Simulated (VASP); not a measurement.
A run of VASP 6.6.1 is set up as follows.

INCAR

```
SYSTEM = CsCl
PREC = Accurate ; ENCUT = 500
EDIFF = 1E-6 ; ISMEAR = 0
SIGMA = 0.02 ; LREAL = .FALSE.
LASPH = .TRUE. ; NELM = 120
ALGO = Normal ; ISIF = 2
LWAVE = .FALSE. ; LCHARG = .FALSE.
NBANDS = 15 ; GGA_COMPAT = .FALSE.
```

KPOINTS

```
Automatic mesh
0
G
  6 6 6
  0 0 0
```

File POSCAR:

```
CsCl
1.0
    3.9692300999      0.0000000000      0.0000000000
    0.0000000000      3.9692300999      0.0000000000
    0.0000000000      0.0000000000      3.9692300999
Cs Cl
1 1
Direct
    0.0000000000      0.0000000000      0.0000000000
    0.5000000000      0.5000000000      0.5000000000
```

Potentials or basis: VASP PAW LDA potentials, release 64 (Cs_sv, Cl).

Launch:

```bash
$ cat potpaw_LDA.64/Cs_sv/POTCAR potpaw_LDA.64/Cl/POTCAR > POTCAR
$ mpirun -np 1 vasp_std > vasp.out
```

Question: What does it give for the pressure?

Answer: 0.1 GPa.

Question: Predict the band gap on the k mesh.

Answer: 4.97 eV, direct.

Caveat: spin-orbit coupling is left out, which moves the levels of the heavy elements. A k mesh can miss the band edges.
